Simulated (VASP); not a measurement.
A run of VASP 6.6.1 is set up as follows.

INCAR

```
  PREC = Accurate
  ENCUT = 520
  EDIFF = 1E-6
  ISMEAR = -1
  SIGMA = 0.02
  LREAL = False
  LASPH = True
  NELM = 80
  ALGO = Normal
  ISIF = 2
  LWAVE = False
  LCHARG = False
  GGA = PE
  NBANDS = 14
```

File KPOINTS:

```
regular mesh
0
Gamma
  8 8 8
```

Contents of POSCAR:

```
NaCl
1.0
   -0.0119374547      3.0753353235      3.0753353235
    3.0753353235     -0.0119374547      3.0753353235
    3.0753353235      3.0753353235     -0.0119374547
Na Cl
1 1
Direct
   -0.0004454355     -0.0004454355     -0.0004454355
    0.2504454355      0.2504454355      0.2504454355
```

Potentials or basis: VASP PAW PBE potentials, release 64 (Na_pv, Cl).

Run with:

```console
$ cat potpaw_PBE.64/Na_pv/POTCAR potpaw_PBE.64/Cl/POTCAR > POTCAR
$ mpirun -np 1 vasp_std > vasp.out
```

Estimate the band gap on the k mesh.

4.95 eV, direct.

Estimate the pressure.

0.8 GPa.

Caveat: the cell differs from its parent crystal (strain along [111] -0.6%). A k mesh can miss the band edges.
